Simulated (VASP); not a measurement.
The system is SrTiO3.

```
CELL_PARAMETERS angstrom
3.91270 0.00000 0.00000
0.00000 3.91270 0.00000
0.00000 0.00000 3.91270
ATOMIC_POSITIONS crystal
Sr 0.00000 0.00000 0.00000
Ti 0.50000 0.50000 0.50000
O 0.50000 0.00000 0.50000
O 0.50000 0.50000 0.00000
O 0.00000 0.50000 0.50000
```

| Property | Result |
| --- | --- |
| Program | VASP 6.6.1 |
| Task | relaxation of cell and atoms |
| Functional | PBE |
| Potentials or basis | VASP PAW PBE potentials, release 64 (Sr_sv, Ti_sv, O) |
| Cutoff | 600 eV |
| k mesh | 8 × 8 × 8 |
| Occupations | gaussian, width 0.02 eV |
| Spin | no spin polarisation |
| Hubbard terms | Ti d U = 4.0 eV |

At the start: pressure 7.4 GPa; volume 11.98 Å³/atom.

Problem. How do energy, volume and symmetry change on relaxing?

Solution. Over 3 steps the energy falls by 11.3 meV/atom and the volume is 12.49 Å³/atom (+4.2 %); space group Pm-3m (No. 221, to 0.1 Å) before and after.

Step by step:
```
step  energy change (eV)  largest force (eV/Å)  pressure (GPa)  volume (Å³)
   1              0.0000                0.0000            7.44        59.90
   2             -0.0112                0.0000           -5.77        64.86
   3             -0.0567                0.0000           -0.03        62.44
```

Final structure:
```
Sr Ti O
1.0
     3.96722    0.00000    0.00000
     0.00000    3.96722    0.00000
     0.00000    0.00000    3.96722
Sr Ti O
1 1 3
Cartesian
  0.0000 0.0000 0.0000
  1.9836 1.9836 1.9836
  1.9836 0.0000 1.9836
  1.9836 1.9836 0.0000
  0.0000 1.9836 1.9836
```
